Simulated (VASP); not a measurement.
Crystal: BaTiO3.

```
Ba Ti O
1.0
     4.05243    0.00000    0.00000
     0.00000    4.05243    0.00000
     0.00000    0.00000    4.07087
Ba Ti O
1 1 3
Cartesian
  0.0000 0.0000 0.0000
  2.0262 2.0262 1.9947
  0.0000 2.0262 2.1046
  2.0262 0.0000 2.1046
  2.0262 2.0262 0.0773
```

Base run:

- Program: VASP 6.6.1
- Functional: BLYP
- Dispersion: D4
- Potentials or basis: VASP PAW PBE potentials, release 64 (Ba_sv, Ti_sv, O)
- Cutoff: 520 eV
- k mesh: 7 × 7 × 7
- Occupations: fermi-dirac, width 0.05 eV
- Spin: no spin polarisation

Its results: band gap on the k mesh 1.80 eV, indirect (least direct gap 2.02 eV); pressure -1.9 GPa; largest force 0.466 eV/Å.

Question: The run is repeated on the same cell with these changes: functional from BLYP to revPBE. What comes out?

Answer: Band gap on the k mesh 1.81 eV, indirect (least direct gap 2.03 eV); pressure -4.1 GPa; largest force 0.542 eV/Å.

Caveats: the PAW data sets were made with another functional, which shifts forces and pressure a little; spin-orbit coupling is left out, which moves the levels of the heavy elements.

A k mesh can miss the band edges.
